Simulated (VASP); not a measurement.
A run of VASP 6.6.1 is set up as follows.

The input POSCAR:

```
CdO
1.0
    0.0000000000      2.3495000000      2.3495000000
    2.3495000000      0.0000000000      2.3495000000
    2.3495000000      2.3495000000      0.0000000000
Cd O
1 1
Direct
    0.0000000000      0.0000000000      0.0000000000
    0.5000000000      0.5000000000      0.5000000000
```

File INCAR.step1:

```
PREC = Accurate
ENCUT = 520
EDIFF = 1E-5
ISMEAR = 0
SIGMA = 0.01
LREAL = False
LASPH = True
NELM = 120
ALGO = Normal
ISIF = 2
LWAVE = True
LCHARG = False
NBANDS = 16
GGA = PE
GGA_COMPAT = False
```

File INCAR.step2:

```
PREC = Accurate
ENCUT = 520
EDIFF = 1E-6
ISMEAR = 0
SIGMA = 0.01
LREAL = False
LASPH = True
NELM = 120
ALGO = Normal
ISIF = 2
LWAVE = False
LCHARG = False
GGA = PE
LHFCALC = True
AEXX = 0.4
HFSCREEN = 0.20786987370883472
PRECFOCK = Normal
NBANDS = 16
ISTART = 1
GGA_COMPAT = False
```

The input KPOINTS:

```
Automatic mesh
0
Gamma
  6 6 6
```

Potentials or basis: VASP PAW PBE potentials, release 64 (Cd, O).

Command:

```sh
$ cat potpaw_PBE.64/Cd/POTCAR potpaw_PBE.64/O/POTCAR > POTCAR
$ cp INCAR.step1 INCAR
$ mpirun -np 1 vasp_std > vasp.out
$ cp INCAR.step2 INCAR
$ mpirun -np 1 vasp_std > vasp.out
```

Q: Estimate the pressure.

A: -0.6 GPa.

Q: Predict the band gap on the k mesh.

A: 1.79 eV (least direct gap 3.15 eV).

Caveat: the PAW data sets were made with another functional, which shifts forces and pressure a little. A k mesh can miss the band edges.
